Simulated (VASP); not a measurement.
**PtS2: single point with LDA**

PtS2, a sheet with vacuum:

```
CELL_PARAMETERS angstrom
3.51311 0.00000 0.00000
-1.75656 3.04244 0.00000
0.00000 0.00000 28.72000
ATOMIC_POSITIONS crystal
S 0.33333 0.66667 0.24435
S 0.66667 0.33333 0.32877
Pt 0.00000 0.00000 0.28656
```

```yaml
Program: VASP 6.6.1
Task: single point
Functional: LDA
Potentials_or_basis: VASP PAW LDA potentials, release 64 (S, Pt)
Cutoff: 400 eV
k_mesh: 12 × 12 × 1
Occupations: gaussian, width 0.03 eV
Spin: no spin polarisation
Dipole_correction: yes
Further_INCAR_settings: ALGO = Normal; EDIFF = 1e-06; NBANDS = 18; NELMDL = -8
```

The band gap on the k mesh is 1.77 eV (least direct gap 1.94 eV).

Levels at points of the mesh, in eV from the valence-band top:
```tsv
k point	band 7	band 8	band 9	band 10	band 11	band 12	band 13	band 14	band 15	band 16
(0.00, 0.00, 0.00)	-3.10	-0.80	-0.78	-0.27	-0.27	3.38	3.38	5.51	5.71	6.32
(0.50, 0.00, 0.00)	-2.34	-2.26	-2.12	-1.77	-1.48	2.96	3.13	5.51	6.58	8.35
```

It took 37 s on 1 thread of Intel(R) Xeon(R) 6975P-C (Granite Rapids), with other jobs on the host, peak memory 0.28 GiB.

Caveat: spin-orbit coupling is left out, which moves the levels of the heavy elements.
